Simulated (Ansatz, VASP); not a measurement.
This is a calculation of GaN for VASP 6.6.1.

The input INCAR:

```
SYSTEM = GaN
PREC = Accurate ; ENCUT = 600
EDIFF = 1E-7 ; ISMEAR = -1
SIGMA = 0.05 ; LREAL = .False.
LASPH = .True. ; NELM = 100
ALGO = Normal ; ISIF = 3
LWAVE = .False. ; LCHARG = .False.
GGA = VW ; IBRION = 2
NSW = 60 ; EDIFFG = -0.01
```

KPOINTS

```
regular mesh
0
Gamma
  10 10 5
  0 0 0
```

The input POSCAR:

```
GaN
1.0
    3.1800000000      0.0000000000      0.0000000000
   -1.5900000000      2.7539607840      0.0000000000
    0.0000000000      0.0000000000      5.1660000000
Ga N
2 2
Direct
    0.6666666667      0.3333333333      0.5000000000
    0.3333333333      0.6666666667      0.0000000000
    0.6666666667      0.3333333333      0.8750000000
    0.3333333333      0.6666666667      0.3750000000
```

Potentials or basis: VASP PAW PBE potentials, release 64 (Ga_d, N).

Launch:

```bash
$ cat potpaw_PBE.64/Ga_d/POTCAR potpaw_PBE.64/N/POTCAR > POTCAR
$ mpirun -np 1 vasp_std > vasp.out
```

Q: Translate it to Ansatz 0.2.0. Potentials there: Ansatz PAW.

A: As run (the cutoff follows the program's own potentials):

input.yaml

```yaml
crystal:
  lattice:
    - [3.18, 0.0, 0.0]
    - [-1.59, 2.753960784, 0.0]
    - [0.0, 0.0, 5.166]
  atoms:
    - { symbol: Ga, position: [0.6666666667, 0.3333333333, 0.5] }
    - { symbol: Ga, position: [0.3333333333, 0.6666666667, 0.0] }
    - { symbol: "N", position: [0.6666666667, 0.3333333333, 0.875] }
    - { symbol: "N", position: [0.3333333333, 0.6666666667, 0.375] }
hamiltonian:
  xc: { exchange: slater, correlation: vwn5 }
  pseudopotentials: { kind: paw }
kpoints:
  mp_grid: { grid: [10, 10, 5] }
scf:
  occupations: { method: fermi_dirac, width: 0.05 }
output:
  forces: true
  stress: true
relax:
  f_tol: 0.01
  max_steps: 40
  cell: { stress_tol: 0.05 }
```

Potentials or basis: Ansatz PAW.

The run is started by

```sh
$ ansatz run input.yaml --threads 2 --pin off --max-ram 5120MiB --backend cpu --events-out ev --progress --plain --runs-dir out
```

Both were run:

|  | VASP | Ansatz | Ansatz less VASP |
| --- | --- | --- | --- |
| relaxed volume (Å³/atom) | 11.04 | 11.04 | +0.007 |
| relaxed length of the cell vector where the two differ most in proportion (Å) | 3.150 | 3.151 | +0.0010 |

VASP's potentials were made for PBE, not for SVWN5.

Noted on Ansatz's run: odd divisions of the mesh miss points on the zone boundary, where band edges often lie, so the gap on the mesh can be too wide; the plane-wave basis is chosen anew once the cell has moved, so the energies of steps on either side of that aren't comparable.
